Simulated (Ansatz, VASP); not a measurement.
## Two plane-wave programs on Au

The input INCAR:

```
SYSTEM = Au
ALGO = Normal
EDIFF = 1E-6
ENCUT = 500
GGA = PS
GGA_COMPAT = .False.
ISIF = 2
ISMEAR = -1
LASPH = .True.
LCHARG = .False.
LREAL = .False.
LWAVE = .False.
NBANDS = 12
NELM = 120
PREC = Accurate
SIGMA = 0.15
```

Contents of KPOINTS:

```
k-points
0
Gamma
  20 20 20
  0 0 0
```

The input POSCAR:

```
Au
1.0
    0.0000000000      1.9943825264      1.9943825264
    1.9943825264      0.0000000000      1.9943825264
    1.9943825264      1.9943825264      0.0000000000
Au
1
Direct
    0.0000000000      0.0000000000      0.0000000000
```

Input for Ansatz:

```yaml
crystal:
  lattice:
    - [0.0, 1.9943825264, 1.9943825264]
    - [1.9943825264, 0.0, 1.9943825264]
    - [1.9943825264, 1.9943825264, 0.0]
  atoms:
    - { symbol: Au, position: [0.0, 0.0, 0.0] }
basis:
  ecutwfc: 420
kpoints:
  mp_grid: { grid: [20, 20, 20] }
hamiltonian:
  xc: pbesol
scf:
  occupations: { method: fermi_dirac, width: 0.15 }
  n_extra_bands: 2
output:
  forces: true
  eigenvalues: true
  stress: true
```

Alike in both runs: task single point; functional PBEsol; k mesh 20 × 20 × 20; occupations fermi-dirac, width 0.15 eV; no spin polarisation.

|  | VASP | Ansatz |
| --- | --- | --- |
| version | VASP 6.6.1 | Ansatz 0.2.0 |
| potentials or method | VASP PAW PBE potentials, release 64 (Au), cutoff 500 eV | scalar-relativistic, plane waves, PAW |
| valence electrons in the cell | 11 | 19 |

|  | VASP | Ansatz | Ansatz less VASP |
| --- | --- | --- | --- |
| gap on the k mesh at the Fermi level (eV) | none | none | - |
| pressure (GPa) | 14.7 | 15.0 | +0.35 |

VASP's potentials were made for PBE, not for PBEsol. A gap of «none» marks a metal or a gap that the smearing closes. The functional is the same, so the differences come from potentials, cutoffs and numerics. VASP's potentials hold 11 valence electrons a cell and Ansatz's 19, so a difference there can come from the potentials and not from the codes.

Spin-orbit coupling is off throughout.
